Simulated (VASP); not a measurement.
# Ba (P4/mmm) in VASP: a series of runs

Ba is run at these levels: r2SCAN; tasks: single point.

All numbers are computed with VASP 6.6.1; they aren't measurements. Logs are shortened: lines on timing, memory, paths and dates and some standing lists are left out, and cuts for length are marked.

## Step 1: The cell of the first run

The structure is tetragonal, space group P4/mmm (No. 123). Conventional cell: a = 4.000 Å, b = 4.000 Å, c = 3.606 Å, α = 90.00°, β = 90.00°, γ = 90.00°. Within 4.7 Å of Ba (site symmetry 4/mmm) lie 6 Ba at 3.61 to 4.00 Å.

## Step 2: Single point, r2SCAN

POSCAR

```
Ba
1.0
    3.9996500000      0.0000000000      0.0000000000
    0.0000000000      3.9996500000      0.0000000000
    0.0000000000      0.0000000000      3.6055400000
Ba
1
Direct
    0.5000000000      0.5000000000      0.5000000000
```

INCAR.step1

```
ALGO = Normal
EDIFF = 1E-4
ENCUT = 520
GGA = PE
ISMEAR = -1
LASPH = T
LCHARG = F
LREAL = F
LWAVE = T
NBANDS = 11
NELM = 60
PREC = Accurate
SIGMA = 0.25
```

INCAR.step2

```
ALGO = Normal
EDIFF = 1E-6
ENCUT = 520
ISIF = 2
ISMEAR = -1
ISTART = 1
LASPH = T
LCHARG = T
LELF = T
LMIXTAU = T
LREAL = F
LVHAR = T
LWAVE = F
METAGGA = R2SCAN
NBANDS = 11
NELM = 60
PREC = Accurate
SIGMA = 0.25
```

KPOINTS

```
k-points
0
Gamma
  8 8 9
```

Potentials or basis: VASP PAW PBE potentials, release 64 (Ba_sv).

Started as:

```sh
cat potpaw_PBE.64/Ba_sv/POTCAR > POTCAR
cp INCAR.step1 INCAR
mpirun -np 1 vasp_std > vasp.out
cp INCAR.step2 INCAR
mpirun -np 1 vasp_std > vasp.out
```

OUTCAR:

```text
EDIFF = 1E-6
   ENCUT = 520
   ISIF = 2
   ISMEAR = -1
   ISTART = 1
   LASPH = T
   LREAL = F
   METAGGA = R2SCAN
   NELM = 60
   PREC = Accurate

 ion  position               nearest neighbor table
   1  0.500  0.500  0.500-

  LATTYP: Found a simple tetragonal cell.
 ALAT       =     3.9996500000
 C/A-ratio  =     0.9014638781

  Lattice vectors:

 A1 = (   3.9996500000,   0.0000000000,   0.0000000000)
 A2 = (   0.0000000000,   3.9996500000,   0.0000000000)
 A3 = (   0.0000000000,   0.0000000000,   3.6055400000)

Analysis of symmetry for initial positions (statically):
=====================================================================
 Subroutine PRICEL returns:
 Original cell was already a primitive cell.

 Routine SETGRP: Setting up the symmetry group for a
 simple tetragonal supercell.

 Subroutine GETGRP returns: Found 16 space group operations
 (whereof 16 operations were pure point group operations)
 out of a pool of 16 trial point group operations.

The static configuration has the point symmetry D_4h.

Analysis of symmetry for dynamics (positions and initial velocities):
=====================================================================
 Subroutine PRICEL returns:
 Original cell was already a primitive cell.

 Routine SETGRP: Setting up the symmetry group for a
 simple tetragonal supercell.

 Subroutine GETGRP returns: Found 16 space group operations
 (whereof 16 operations were pure point group operations)
 out of a pool of 16 trial point group operations.

The dynamic configuration has the point symmetry D_4h.

 Subroutine INISYM returns: Found 16 space group operations
 (whereof 16 operations are pure point group operations),
 and found     1 'primitive' translations

----------------------------------------------------------------------------------------

                                     Primitive cell

  volume of cell :      57.6785

  direct lattice vectors                    reciprocal lattice vectors
     3.999650000  0.000000000  0.000000000     0.250021877  0.000000000  0.000000000
     0.000000000  3.999650000  0.000000000     0.000000000  0.250021877  0.000000000
     0.000000000  0.000000000  3.605540000     0.000000000  0.000000000  0.277350965

  length of vectors
     3.999650000  3.999650000  3.605540000     0.250021877  0.250021877  0.277350965

  position of ions in fractional coordinates (direct lattice)
     0.500000000  0.500000000  0.500000000

  ion indices of the primitive-cell ions
   primitive index   ion index
                 1           1

----------------------------------------------------------------------------------------

 KPOINTS: k-points

Automatic generation of k-mesh.
 Grid dimensions read from file:
 generate k-points for:    8    8    9

 Generating k-lattice:

  Cartesian coordinates                     Fractional coordinates (reciprocal lattice)
     0.031252735  0.000000000  0.000000000     0.125000000  0.000000000  0.000000000
     0.000000000  0.031252735  0.000000000     0.000000000  0.125000000  0.000000000
     0.000000000  0.000000000  0.030816774     0.000000000  0.000000000  0.111111111

  Length of vectors
     0.031252735  0.031252735  0.030816774

  Shift w.r.t. Gamma in fractional coordinates (k-lattice)
     0.000000000  0.000000000  0.000000000

 Subroutine IBZKPT returns following result:
 ===========================================

 Found     75 irreducible k-points:

 Following reciprocal coordinates:
            Coordinates               Weight
  0.000000  0.000000  0.000000      1.000000
  0.125000  0.000000  0.000000      4.000000
  0.250000  0.000000  0.000000      4.000000
  0.375000  0.000000  0.000000      4.000000
  0.500000  0.000000  0.000000      2.000000
  0.125000  0.125000  0.000000      4.000000
[... 16 lines left out ...]
  0.375000  0.125000  0.111111     16.000000
  0.500000  0.125000  0.111111      8.000000
 [... further k-points ...]
   k-points           NKPTS =     75   k-points in BZ     NKDIM =     75   number of bands    NBANDS=     11
   number of dos      NEDOS =    301   number of ions     NIONS =      1
   total plane-waves  NPLWV =  25200
   dimension x,y,z NGX =    30 NGY =   30 NGZ =   28
   dimension x,y,z NGXF=    60 NGYF=   60 NGZF=   56
   ions per type =               1
   NGX,Y,Z   is equivalent  to a cutoff of  12.47, 12.47, 12.91 a.u.
   NGXF,Y,Z  is equivalent  to a cutoff of  24.94, 24.94, 25.82 a.u.
 SYSTEM =  unknown system
   PREC   = accura    normal or accurate (medium, high low for compatibility)
   ISTART =      1    job   : 0-new  1-cont  2-samecut
   ICHARG =      0    charge: 1-file 2-atom 10-const
   ISPIN  =      1    spin polarized calculation?
   LNONCOLLINEAR =      F non collinear calculations
   LSORBIT =      F    spin-orbit coupling
   LASPH  =      T    aspherical Exc in radial PAW
   ENCUT  =  520.0 eV  38.22 Ry    6.18 a.u.   7.44  7.44  6.70*2*pi/ulx,y,z
   NELM   =     60;   NELMIN=  2; NELMDL=  0     # of ELM steps
   EDIFF  = 0.1E-05   stopping-criterion for ELM
   LREAL  =      F    real-space projection
   EDIFFG = 0.1E-04   stopping-criterion for IOM
   NSW    =      0    number of steps for IOM
   IBRION =     -1    ionic relax: 0-MD 1-quasi-New 2-CG
   NFREE  =      0    steps in history (QN), initial steepest desc. (CG)
   ISIF   =      2    stress and relaxation
   ISYM   =      2    0-nonsym 1-usesym 2-fastsym
   POTIM  = 0.5000    time-step for ionic-motion
   TEBEG  =    0.0;   TEEND  =   0.0 temperature during run
   PSTRESS=    0.0 pullay stress
   NELECT =      10.0000    total number of electrons
   NUPDOWN=      -1.0000    fix difference up-down
   EMIN   =  10.00;   EMAX   =-10.00  energy-range for DOS
   EFERMI =   0.00;   METHOD = LEGACY
   ISMEAR =    -1;   SIGMA  =   0.25  broadening in eV -4-tet -1-fermi 0-gaus
   EFERMI_NEDOS =   21; number of points for ismear=-14 and -15
   IALGO  =     38    algorithm
   IMIX   =      4    mixing-type and parameters
     AMIX     =   0.40;   BMIX     =  1.00
     AMIX_MAG =   1.60;   BMIX_MAG =  1.00
  volume/ion in A,a.u.               =      57.68       389.23
  Fermi-wavevector in a.u.,A,eV,Ry     =   0.912858  1.725052 11.337876  0.833310
  Thomas-Fermi vector in A             =   2.037303
   LORBIT       =      0    0 simple, 1 ext, 2 COOP (PROOUT), +10 PAW based schemes
   METAGGA = R2SCAN    functional components
   LHFCALC =     F    Hartree Fock is set to
   AEXX    =    0.0000 exact exchange contribution
   IVDW    =     0    specifies the selected vdW correction
   LEPSILON=     F    determine dielectric tensor
   LRPA    =     F    only Hartree local field effects (RPA)
 non-spin polarized calculation
  energy-cutoff  :      520.00
  volume of cell :       57.68
 maximum number of plane-waves:      1572
 NGX is ok and might be reduce to    30
   NGX = 15   NGY = 15   NGZ = 13

 number of electron       9.9999999 magnetization

 Free energy of the ion-electron system (eV)
  ---------------------------------------------------
  ext. energy  EPLUGINS =         0.00000000
  ---------------------------------------------------
  free energy    TOTEN  =       -26.23928373 eV

  energy without entropy =      -25.95771945  energy(sigma->0) =      -26.09850159

 E-fermi :   1.9973     XC(G=0):  -8.0960

 val. band max:        1.9724841596   @ k =   0.1250   0.1250   0.4444
 cond. band min:       2.1035143289   @ k =   0.0000   0.0000   0.0000
 fundamental gap:      0.1310301693
 Fermi energy:         1.9973020436

 k-point     1 :       0.0000    0.0000    0.0000
  band No.  band energies     occupation
      1     -28.1708      2.00000
      2     -12.6185      2.00000
      3     -12.6185      2.00000
      4     -12.2689      2.00000
      5      -0.6923      1.99996
      6       2.1035      0.79071
      7       2.1090      0.78025
      8       6.9710      0.00000
      9       7.7829      0.00000
     10       7.7829      0.00000
     11       9.9227      0.00000

 k-point     2 :       0.1250    0.0000    0.0000
  band No.  band energies     occupation
      1     -28.1629      2.00000
      2     -12.7239      2.00000
      3     -12.6094      2.00000
      4     -12.2610      2.00000
      5      -0.4500      1.99989
      6       2.1728      0.66275
      7       2.3108      0.44395
      8       6.4203      0.00000
      9       7.3693      0.00000
     10       7.8127      0.00000
     11       9.0991      0.00000

 k-point     3 :       0.2500    0.0000    0.0000
  band No.  band energies     occupation
      1     -28.1438      2.00000
      2     -12.9666      2.00000
      3     -12.5873      2.00000
      4     -12.2420      2.00000
      5       0.1611      1.99871
      6       2.3396      0.40553
      7       2.7636      0.08914
      8       5.5477      0.00000
      9       6.6278      0.00000
     10       7.8866      0.00000
     11       8.1007      0.00000

 k-point     4 :       0.3750    0.0000    0.0000
  band No.  band energies     occupation
      1     -28.1244      2.00000
      2     -13.1948      2.00000
      3     -12.5651      2.00000
      4     -12.2228      2.00000
      5       0.9058      1.97491
      6       2.5253      0.21587
      7       2.8904      0.05465
      8       4.9256      0.00002
      9       6.0655      0.00000
     10       7.9632      0.00000
     11       8.1619      0.00000
[... 239 lines left out ...]
 k-point    22 :       0.2500    0.1250    0.1111
  band No.  band energies     occupation
      1     -28.1171      2.00000
      2     -12.9321      2.00000
      3     -12.6696      2.00000
      4     -12.4225      2.00000
      5       0.5916      1.99280
      6       2.7974      0.07829
      7       2.9874      0.03740
      8       5.0663      0.00001
      9       5.9071      0.00000
     10       6.7551      0.00000
     11       9.2837      0.00000

 k-point    23 :       0.3750    0.1250    0.1111
  band No.  band energies     occupation
      1     -28.0980      2.00000
      2     -13.1556      2.00000
      3     -12.6454      2.00000
      4     -12.4008      2.00000
      5       1.3124      1.87867
      6       2.7871      0.08147
      7       3.0154      0.03350
      8       4.6310      0.00005
      9       5.9282      0.00000
     10       6.8898      0.00000
     11       8.7564      0.00000

 k-point    24 :       0.5000    0.1250    0.1111
  band No.  band energies     occupation
      1     -28.0901      2.00000
      2     -13.2447      2.00000
      3     -12.6353      2.00000
      4     -12.3917      2.00000
      5       1.9640      1.06660
      6       2.2113      0.59638
      7       3.1168      0.02246
      8       4.4283      0.00012
      9       6.1779      0.00000
     10       6.9501      0.00000
     11       8.9683      0.00000

 [... further k-points ...]
[... 5 lines left out ...]
  --------------------------------------------------------------------------------------
  -------------------------------------------------------------------------------------
  Total       -0.1616986     -0.1616986      1.1742789      0.0000000      0.0000000      0.0000000
  in kB       -4.4916147     -4.4916147     32.6187686      0.0000000      0.0000000      0.0000000
  external PRESSURE =       7.8785131 kB  Pullay stress =       0.0000000 kB

 VOLUME and BASIS-vectors are now :
 -----------------------------------------------------------------------------
  energy-cutoff  :      520.00
  volume of cell :       57.68
      direct lattice vectors                 reciprocal lattice vectors
     3.999650000  0.000000000  0.000000000     0.250021877  0.000000000  0.000000000
     0.000000000  3.999650000  0.000000000     0.000000000  0.250021877  0.000000000
     0.000000000  0.000000000  3.605540000     0.000000000  0.000000000  0.277350965

 POSITION                                       TOTAL-FORCE (eV/Angst)
 -----------------------------------------------------------------------------------
      1.99982      1.99982      1.80277         0.000000      0.000000      0.000000
 -----------------------------------------------------------------------------------
    total drift:                                0.000000      0.000000      0.000000

  FREE ENERGIE OF THE ION-ELECTRON SYSTEM (eV)
  ---------------------------------------------------
  free  energy   TOTEN  =       -26.2392837284 eV

  energy  without entropy=      -25.9577194490  energy(sigma->0) =      -26.09850159
```

Wall time 90 s (1 thread of AMD EPYC 7R13 (Zen 3), shared host); peak memory 0.17 GiB.

Results:

```yaml
Free_energy: -26.2393 eV
Pressure: 0.8 GPa
Band_gap_on_the_k_mesh: zero (band 5 reaches 1.97 eV, above the bottom of band 6 at 1.68 eV)
```

Stress tensor (GPa, compression positive):
```
-0.45  0.00  0.00
 0.00 -0.45  0.00
 0.00  0.00  3.26
```

Levels at points of the mesh, in eV from the Fermi level:
| k point | band 3 | band 4 | band 5 | band 6 | band 7 | band 8 |
| --- | --- | --- | --- | --- | --- | --- |
| (0.00, 0.00, 0.00) | -14.62 | -14.27 | -2.69 | 0.11 | 0.11 | 4.97 |
| (0.50, 0.00, 0.00) | -14.55 | -14.21 | -0.64 | 0.62 | 0.67 | 2.71 |
| (0.50, 0.50, 0.00) | -15.18 | -14.16 | -1.14 | 0.65 | 3.51 | 3.51 |

Caveat: the PAW data sets were made with another functional, which shifts forces and pressure a little; spin-orbit coupling is left out, which moves the levels of the heavy elements.

## Step 3: Single point, r2SCAN

POSCAR is that of step 2.

INCAR.step1

```
SYSTEM = Ba
PREC = Accurate
ENCUT = 520
ISMEAR = -1
SIGMA = 0.15
LREAL = .FALSE.
LASPH = .TRUE.
NELM = 80
NBANDS = 11
GGA = PE
ALGO = Normal
EDIFF = 1E-4
LWAVE = .TRUE.
LCHARG = .FALSE.
```

INCAR.step2

```
SYSTEM = Ba
PREC = Accurate
ENCUT = 520
EDIFF = 1E-7
ISMEAR = -1
SIGMA = 0.15
LREAL = .FALSE.
LASPH = .TRUE.
NELM = 80
ALGO = Normal
ISIF = 2
LWAVE = .FALSE.
LCHARG = .TRUE.
METAGGA = R2SCAN
LMIXTAU = .TRUE.
LELF = .TRUE.
LVHAR = .TRUE.
NBANDS = 11
ISTART = 1
```

KPOINTS

```
regular mesh
0
G
  8 8 9
  0 0 0
```

Potentials or basis: VASP PAW PBE potentials, release 64 (Ba_sv).

Started as:

```sh
cat potpaw_PBE.64/Ba_sv/POTCAR > POTCAR
cp INCAR.step1 INCAR
mpirun -np 1 vasp_std > vasp.out
cp INCAR.step2 INCAR
mpirun -np 1 vasp_std > vasp.out
```

It took 2 min on 1 thread of AMD EPYC 7R13 (Zen 3), shared host; peak memory 0.17 GiB.

The run converged. Its results:

| Item | Value |
| --- | --- |
| Free energy | -26.1567 eV |
| Pressure | 0.6 GPa |
| Band gap on the k mesh | zero (band 5 reaches 1.96 eV, above the bottom of band 6 at 1.65 eV) |

Stress tensor (GPa, compression positive):
```
-0.71  0.00  0.00
 0.00 -0.71  0.00
 0.00  0.00  3.25
```

Levels at points of the mesh, in eV from the Fermi level:
```
           k point  band 2  band 3  band 4  band 5  band 6  band 7  band 8  band 9
(0.00, 0.00, 0.00)  -14.65  -14.65  -14.31   -2.68    0.11    0.11    4.95    5.76
(0.50, 0.00, 0.00)  -15.31  -14.59  -14.25   -0.64    0.62    0.69    2.70    3.85
(0.50, 0.50, 0.00)  -15.21  -15.21  -14.20   -1.13    0.64    3.51    3.51    4.26
```

Caveat: the PAW data sets were made with another functional, which shifts forces and pressure a little; spin-orbit coupling is left out, which moves the levels of the heavy elements.

[end of part 1 of 2]
